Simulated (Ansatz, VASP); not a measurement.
## MgO in VASP and in Ansatz

Contents of INCAR:

```
PREC = Accurate
ENCUT = 520
EDIFF = 1E-7
ISMEAR = 0
SIGMA = 0.05
LREAL = F
LASPH = T
NELM = 100
ALGO = Normal
ISIF = 2
LWAVE = F
LCHARG = F
NBANDS = 26
```

File KPOINTS:

```
regular mesh
0
Gamma
  6 6 6
```

The input POSCAR:

```
MgO
1.0
    4.1607146133      0.0000000000      0.0000000000
    0.0000000000     -4.1607146133      0.0000000000
    0.0000000000      0.0000000000     -4.1607146133
Mg O
4 4
Direct
    0.0000000000      1.0000000000      1.0999828247
    0.5000000000      0.5000000000      1.0000000000
    0.5000000000      1.0000000000      0.5000000000
    0.0000000000      0.5000000000      0.5000000000
    0.5000000000      0.0000000000      0.0000000000
    0.0000000000      0.5000000000      0.0000000000
    0.0000000000      0.0000000000      0.5000000000
    0.5000000000      0.5000000000      0.5000000000
```

Input for Ansatz:

```yaml
crystal:
  lattice:
    - [4.1607146133, 0.0, 0.0]
    - [0.0, -4.1607146133, 0.0]
    - [0.0, 0.0, -4.1607146133]
  atoms:
    - { symbol: Mg, position: [0.0, 1.0, 1.0999828247] }
    - { symbol: Mg, position: [0.5, 0.5, 1.0] }
    - { symbol: Mg, position: [0.5, 1.0, 0.5] }
    - { symbol: Mg, position: [0.0, 0.5, 0.5] }
    - { symbol: O, position: [0.5, 0.0, 0.0] }
    - { symbol: O, position: [0.0, 0.5, 0.0] }
    - { symbol: O, position: [0.0, 0.0, 0.5] }
    - { symbol: O, position: [0.5, 0.5, 0.5] }
basis:
  ecutwfc: 420
kpoints:
  mp_grid: { grid: [6, 6, 6] }
hamiltonian:
  xc: lda
  pseudopotentials: { kind: paw, azcp: { folder: soft_1 } }
scf:
  occupations: { method: gaussian, width: 0.05 }
output:
  forces: true
  stress: true
  eigenvalues: true
  write_density: true
  write_potential: true
  elf: true
  volumetric_format: npy
```

Alike in both runs: task single point; functional LDA; k mesh 6 × 6 × 6; occupations gaussian, width 0.05 eV; no spin polarisation.

|  | VASP | Ansatz |
| --- | --- | --- |
| version | VASP 6.6.1 | Ansatz 0.2.0 |
| potentials or method | VASP PAW LDA potentials, release 64 (Mg, O), cutoff 520 eV | scalar-relativistic, plane waves, PAW |
| valence electrons in the cell | 32 | 64 |

VASP gave:

- gap on the k mesh at the Fermi level (eV): 4.98
- least direct gap on the mesh (eV): 4.98
- pressure (GPa): 5.5
- traceless stress, the component that is largest in VASP (GPa): 13.54
- rms of the force components (eV/Å): 2.039

Task: Which values does Ansatz return?

Result: gap on the k mesh at the Fermi level (eV): 4.98; least direct gap on the mesh (eV): 4.98; pressure (GPa): 6.9; traceless stress, the component that is largest in VASP (GPa): 12.79; rms of the force components (eV/Å): 1.940.

Ansatz warns that its potentials were made for another functional, while VASP's fit it. LDA's correlation is that of Perdew and Zunger in VASP and of Perdew and Wang (1992) in Ansatz. Atom by atom the forces differ by 0.102 eV/Å (rms over components). VASP's potentials hold 32 valence electrons a cell and Ansatz's 64, so a difference there can come from the potentials and not from the codes.
